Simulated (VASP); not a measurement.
Here is a VASP 6.6.1 calculation.

INCAR

```
SYSTEM = WS2
PREC = Accurate
ENCUT = 520
EDIFF = 1E-7
ISMEAR = 0
SIGMA = 0.05
LREAL = .FALSE.
LASPH = .TRUE.
NELM = 80
ALGO = Normal
ISIF = 2
LWAVE = .FALSE.
LCHARG = .FALSE.
GGA = PS
IVDW = 12
NBANDS = 20
```

The input KPOINTS:

```
Automatic mesh
0
G
  12 12 12
  0 0 0
```

The input POSCAR:

```
WS2
1.0
    1.5790003843      0.9116362969      6.1633300000
   -1.5790003843      0.9116362969      6.1633300000
    0.0000000000     -1.8232725938      6.1633300000
W S
1 2
Direct
   -0.0111982218     -0.0111982218      0.0710714293
    0.7503000000      0.7503000000      0.7503000000
    0.5810000000      0.5810000000      0.5810000000
```

Potentials or basis: VASP PAW PBE potentials, release 64 (W_sv, S).

Command:

```bash
$ cat potpaw_PBE.64/W_sv/POTCAR potpaw_PBE.64/S/POTCAR > POTCAR
$ mpirun -np 1 vasp_std > vasp.out
```

(1) Estimate the dispersion energy per atom.

(2) Predict the largest force.

## Answers

(1) -0.384 eV.

(2) 10.360 eV/Å.

Caveat: the cell differs from its parent crystal (atom 1 (W) moved by (-0.150, +0.300) A along y and z); the PAW data sets were made with another functional, which shifts forces and pressure a little.
